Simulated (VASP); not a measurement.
Wanted: the native input for a VASP 6.6.1 run.

```yaml
Task: relaxation of cell and atoms
Functional: PBE
Potentials_or_basis: VASP PAW PBE potentials, release 64 (Be, C)
Cutoff: 600 eV
k_mesh: 6 × 6 × 6
Occupations: gaussian, width 0.1 eV
Spin: no spin polarisation
Dipole_correction: no
Further_INCAR_settings: ALGO = Normal; EDIFF = 1e-07; IBRION = 2; EDIFFG = -0.04; NSW = 90; ISIF = 3
```

The structure of BeC lies in POSCAR:

```
BeC
1.0
    1.4159539328     -3.7360135862      0.0000000000
    1.4159539328      3.7360135862      0.0000000000
    0.0000000000      0.0000000000      2.8127733530
Be C
2 2
Direct
    0.8540000000      0.1460000000      0.7500000000
    0.1460000000      0.8540000000      0.2500000000
    0.5500000000      0.4500000000      0.7500000000
    0.4500000000      0.5500000000      0.2500000000
```

These files were run (other wordings do the same):

INCAR

```
SYSTEM = BeC
ALGO     = Normal         ! electronic algorithm
EDIFF    = 1E-7           ! SCF threshold, eV
EDIFFG   = -0.04          ! ionic threshold
ENCUT    = 600            ! plane-wave cutoff, eV
GGA      = PE             ! functional
IBRION   = 2              ! ionic algorithm
ISIF     = 3              ! what is computed and relaxed
ISMEAR   = 0              ! smearing method
LASPH    = .True.         ! aspherical terms in the spheres
LCHARG   = .False.        ! write CHGCAR
LREAL    = .False.        ! projectors in reciprocal space
LWAVE    = .False.        ! write WAVECAR
NELM     = 60             ! most SCF steps
NSW      = 90             ! ionic steps
PREC     = Accurate       ! precision mode
SIGMA    = 0.1            ! smearing width, eV
```

KPOINTS

```
k-points
0
Gamma
  6 6 6
  0 0 0
```

Potentials or basis: VASP PAW PBE potentials, release 64 (Be, C).

Run with:

```sh
$ cat potpaw_PBE.64/Be/POTCAR potpaw_PBE.64/C/POTCAR > POTCAR
$ mpirun -np 1 vasp_std > vasp.out
```

It gave:

The relaxed volume is 6.59 Å³/atom, the relaxed cell is a = 3.730 Å, b = 3.730 Å, c = 2.465 Å, α = 90.00°, β = 90.00°, γ = 129.77° and the space group after relaxing (to 0.1 Å) is Cmcm (No. 63). The energy gained by relaxing is 440.4 meV/atom. The ionic steps are 17 and the pressure after relaxing is 0.2 GPa. The largest force after relaxing is 0.029 eV/Å and the band gap on the k mesh is zero (bands 6 and 7 overlap by 1.66 eV).

Caveat: the k points lie up to 0.42 Å⁻¹ apart in the final cell, too coarse for converged energies and pressures of a metal.

Wall time 5.1 min on 1 thread of Intel Xeon 8259CL, on a shared host, peak memory 0.17 GiB.
